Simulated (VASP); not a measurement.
# GaN (F-43m) in VASP: further runs

GaN is run at these levels: PBE; tasks: single point.

All numbers are computed with VASP 6.6.1; they aren't measurements. Logs are shortened: lines on timing, memory, paths and dates and some standing lists are left out, and cuts for length are marked.

### Step 1. The cell of the first run

It takes space group F-43m (No. 216, cubic). Conventional cell: a = 4.461 Å, b = 4.461 Å, c = 4.461 Å, α = 90.00°, β = 90.00°, γ = 90.00°. Within 2.6 Å of Ga (site symmetry -43m) lie 4 N at 1.93 Å. N (site symmetry -43m) has 4 Ga at 1.93 Å within 2.6 Å.

### Step 2. Single point, PBE

Contents of INCAR:

```
SYSTEM = GaN
PREC = Accurate
ENCUT = 520
EDIFF = 1E-7
ISMEAR = 0
SIGMA = 0.01
LREAL = .FALSE.
LASPH = .TRUE.
NELM = 80
ALGO = Normal
ISIF = 2
LWAVE = .FALSE.
LCHARG = .FALSE.
GGA = PE
NBANDS = 16
```

Contents of KPOINTS:

```
regular mesh
0
G
  8 8 8
  0 0 0
```

Contents of POSCAR:

```
GaN
1.0
    0.0000000000      2.2307368073      2.2307368073
    2.2307368073      0.0000000000      2.2307368073
    2.2307368073      2.2307368073      0.0000000000
Ga N
1 1
Direct
    0.0000000000      0.0000000000      0.0000000000
    0.7500000000      0.7500000000      0.7500000000
```

Potentials or basis: VASP PAW PBE potentials, release 64 (Ga_d, N).

Command:

```bash
> cat potpaw_PBE.64/Ga_d/POTCAR potpaw_PBE.64/N/POTCAR > POTCAR
> mpirun -np 1 vasp_std > vasp.out
```

OUTCAR:

```text
SYSTEM = GaN
   PREC = Accurate
   ENCUT = 520
   EDIFF = 1E-7
   ISMEAR = 0
   LREAL = .FALSE.
   LASPH = .TRUE.
   NELM = 80
   ISIF = 2
   GGA = PE

 ion  position               nearest neighbor table
   1  0.000  0.000  0.000-   2 1.93   2 1.93   2 1.93   2 1.93
   2  0.750  0.750  0.750-   1 1.93   1 1.93   1 1.93   1 1.93

  LATTYP: Found a face centered cubic cell.
 ALAT       =     4.4614736146

  Lattice vectors:

 A1 = (   0.0000000000,   2.2307368073,   2.2307368073)
 A2 = (   2.2307368073,   0.0000000000,   2.2307368073)
 A3 = (   2.2307368073,   2.2307368073,   0.0000000000)

Analysis of symmetry for initial positions (statically):
=====================================================================
 Subroutine PRICEL returns:
 Original cell was already a primitive cell.

 Routine SETGRP: Setting up the symmetry group for a
 face centered cubic supercell.

 Subroutine GETGRP returns: Found 24 space group operations
 (whereof 24 operations were pure point group operations)
 out of a pool of 48 trial point group operations.

The static configuration has the point symmetry T_d .

Analysis of symmetry for dynamics (positions and initial velocities):
=====================================================================
 Subroutine PRICEL returns:
 Original cell was already a primitive cell.

 Routine SETGRP: Setting up the symmetry group for a
 face centered cubic supercell.

 Subroutine GETGRP returns: Found 24 space group operations
 (whereof 24 operations were pure point group operations)
 out of a pool of 48 trial point group operations.

The dynamic configuration has the point symmetry T_d .

 Subroutine INISYM returns: Found 24 space group operations
 (whereof 24 operations are pure point group operations),
 and found     1 'primitive' translations

----------------------------------------------------------------------------------------

                                     Primitive cell

  volume of cell :      22.2011

  direct lattice vectors                    reciprocal lattice vectors
     0.000000000  2.230736807  2.230736807    -0.224141189  0.224141189  0.224141189
     2.230736807  0.000000000  2.230736807     0.224141189 -0.224141189  0.224141189
     2.230736807  2.230736807  0.000000000     0.224141189  0.224141189 -0.224141189
[... 74 lines left out ...]
 SYSTEM =  GaN
   PREC   = accura    normal or accurate (medium, high low for compatibility)
   ISTART =      0    job   : 0-new  1-cont  2-samecut
   ICHARG =      2    charge: 1-file 2-atom 10-const
   ISPIN  =      1    spin polarized calculation?
   LNONCOLLINEAR =      F non collinear calculations
   LSORBIT =      F    spin-orbit coupling
   LASPH  =      T    aspherical Exc in radial PAW
   ENCUT  =  520.0 eV  38.22 Ry    6.18 a.u.   5.87  5.87  5.87*2*pi/ulx,y,z
   NELM   =     80;   NELMIN=  2; NELMDL= -5     # of ELM steps
   EDIFF  = 0.1E-06   stopping-criterion for ELM
   LREAL  =      F    real-space projection
   EDIFFG = 0.1E-05   stopping-criterion for IOM
   NSW    =      0    number of steps for IOM
   IBRION =     -1    ionic relax: 0-MD 1-quasi-New 2-CG
   NFREE  =      0    steps in history (QN), initial steepest desc. (CG)
   ISIF   =      2    stress and relaxation
   ISYM   =      2    0-nonsym 1-usesym 2-fastsym
   POTIM  = 0.5000    time-step for ionic-motion
   TEBEG  =    0.0;   TEEND  =   0.0 temperature during run
   PSTRESS=    0.0 pullay stress
   NELECT =      18.0000    total number of electrons
   NUPDOWN=      -1.0000    fix difference up-down
   EMIN   =  10.00;   EMAX   =-10.00  energy-range for DOS
   EFERMI =   0.00;   METHOD = LEGACY
   ISMEAR =     0;   SIGMA  =   0.01  broadening in eV -4-tet -1-fermi 0-gaus
   EFERMI_NEDOS =   21; number of points for ismear=-14 and -15
   IALGO  =     38    algorithm
   IMIX   =      4    mixing-type and parameters
     AMIX     =   0.40;   BMIX     =  1.00
     AMIX_MAG =   1.60;   BMIX_MAG =  1.00
  volume/ion in A,a.u.               =      11.10        74.91
  Fermi-wavevector in a.u.,A,eV,Ry     =   1.526537  2.884737 31.705863  2.330315
  Thomas-Fermi vector in A             =   2.634557
   LORBIT       =      0    0 simple, 1 ext, 2 COOP (PROOUT), +10 PAW based schemes
   GGA     = PE    functional components
   LHFCALC =     F    Hartree Fock is set to
   AEXX    =    0.0000 exact exchange contribution
   IVDW    =     0    specifies the selected vdW correction
   LEPSILON=     F    determine dielectric tensor
   LRPA    =     F    only Hartree local field effects (RPA)
 non-spin polarized calculation
 Gauss-broadening in eV      SIGMA  =   0.01
  energy-cutoff  :      520.00
  volume of cell :       22.20
 maximum number of plane-waves:       610
   NGX = 11   NGY = 11   NGZ = 11

 number of electron      18.0000016 magnetization

 Free energy of the ion-electron system (eV)
  ---------------------------------------------------
  ext. energy  EPLUGINS =         0.00000000
  ---------------------------------------------------
  free energy    TOTEN  =       -12.10763976 eV

  energy without entropy =      -12.10763976  energy(sigma->0) =      -12.10763976

 E-fermi :   5.6707     XC(G=0): -11.8306

 val. band max:        5.6187528855   @ k =   0.0000   0.0000   0.0000
 cond. band min:       7.5398551055   @ k =   0.0000   0.0000   0.0000
 fundamental gap:      1.9211022199
 Fermi energy:         5.6706881411

 k-point     1 :       0.0000    0.0000    0.0000
  band No.  band energies     occupation
      1     -10.5804      2.00000
      2      -7.8521      2.00000
      3      -7.8521      2.00000
      4      -7.8521      2.00000
      5      -7.5002      2.00000
      6      -7.5002      2.00000
[... 433 lines left out ...]
      3      -7.6708      2.00000
      4      -7.5236      2.00000
      5      -7.4648      2.00000
      6      -5.9355      2.00000
[... 8 lines left out ...]
     15      24.7175      0.00000
     16      27.0753      0.00000

 [... further k-points ...]
[... 5 lines left out ...]
  --------------------------------------------------------------------------------------
  -------------------------------------------------------------------------------------
  Total        1.5674919      1.5674919      1.5674919      0.0000000      0.0000000      0.0000000
  in kB      113.1203879    113.1203879    113.1203879      0.0000000      0.0000000      0.0000000
  external PRESSURE =     113.1203879 kB  Pullay stress =       0.0000000 kB

 VOLUME and BASIS-vectors are now :
 -----------------------------------------------------------------------------
  energy-cutoff  :      520.00
  volume of cell :       22.20
      direct lattice vectors                 reciprocal lattice vectors
     0.000000000  2.230736807  2.230736807    -0.224141189  0.224141189  0.224141189
     2.230736807  0.000000000  2.230736807     0.224141189 -0.224141189  0.224141189
     2.230736807  2.230736807  0.000000000     0.224141189  0.224141189 -0.224141189

 POSITION                                       TOTAL-FORCE (eV/Angst)
 -----------------------------------------------------------------------------------
      0.00000      0.00000      0.00000        -0.000000     -0.000000     -0.000000
      3.34611      3.34611      3.34611         0.000000      0.000000      0.000000
 -----------------------------------------------------------------------------------
    total drift:                               -0.000002     -0.000002     -0.000002

  FREE ENERGIE OF THE ION-ELECTRON SYSTEM (eV)
  ---------------------------------------------------
  free  energy   TOTEN  =       -12.1076397589 eV

  energy  without entropy=      -12.1076397589  energy(sigma->0) =      -12.10763976
```

Wall time 8.1 s (1 thread of Intel Xeon Platinum 8488C (Sapphire Rapids), shared host); peak memory 0.13 GiB.

What came out:

| Property | Result |
| --- | --- |
| Free energy | -12.1076 eV |
| Pressure | 11.3 GPa |
| Band gap on the k mesh | 1.92 eV, direct |

### Step 3. Single point, PBE

This run uses another cell than the first one, of 11.79 Å³/atom, 1.062 times its volume.

Contents of INCAR:

```
SYSTEM = GaN
PREC     = Accurate       ! precision mode
ENCUT    = 520            ! plane-wave cutoff, eV
EDIFF    = 1E-6           ! SCF threshold, eV
ISMEAR   = 0              ! smearing method
SIGMA    = 0.01           ! smearing width, eV
LREAL    = .FALSE.        ! projectors in reciprocal space
LASPH    = .TRUE.         ! aspherical terms in the spheres
NELM     = 80             ! most SCF steps
ALGO     = Normal         ! electronic algorithm
ISIF     = 2              ! what is computed and relaxed
LWAVE    = .FALSE.        ! write WAVECAR
LCHARG   = .FALSE.        ! write CHGCAR
GGA      = PE             ! functional
NBANDS   = 16             ! bands
```

Contents of KPOINTS:

```
Automatic mesh
0
G
  8 8 8
  0 0 0
```

Contents of POSCAR:

```
GaN
1.0
    0.0000000000      2.2758143422      2.2758143422
    2.2758143422      0.0000000000      2.2758143422
    2.2758143422      2.2758143422      0.0000000000
Ga N
1 1
Direct
    0.0000000000      0.0000000000      0.0000000000
    0.7500000000      0.7500000000      0.7500000000
```

Potentials or basis: VASP PAW PBE potentials, release 64 (Ga_d, N).

Command:

```bash
> cat potpaw_PBE.64/Ga_d/POTCAR potpaw_PBE.64/N/POTCAR > POTCAR
> mpirun -np 1 vasp_std > vasp.out
```

Run time: 7.8 s. Hardware: 1 thread of Intel Xeon Platinum 8488C (Sapphire Rapids), shared host; peak memory 0.14 GiB.

The run converged. Its results:

- Free energy: -12.1531 eV
- Pressure: -0.3 GPa
- Band gap on the k mesh: 1.53 eV, direct

Levels at points of the mesh, in eV from the valence-band top:
```
           k point  band 5  band 6  band 7  band 8  band 9  band 10  band 11  band 12  band 13  band 14
(0.00, 0.00, 0.00)  -13.13  -13.13    0.00    0.00    0.00     1.53    10.12    10.12    10.12    17.21
(0.50, 0.00, 0.00)  -13.09  -11.88   -6.85   -0.93   -0.93     4.44     8.58    10.21    10.21    15.39
(0.50, 0.50, 0.00)  -13.06  -11.45   -6.00   -2.60   -2.60     3.34     6.48    11.50    13.65    13.65
```
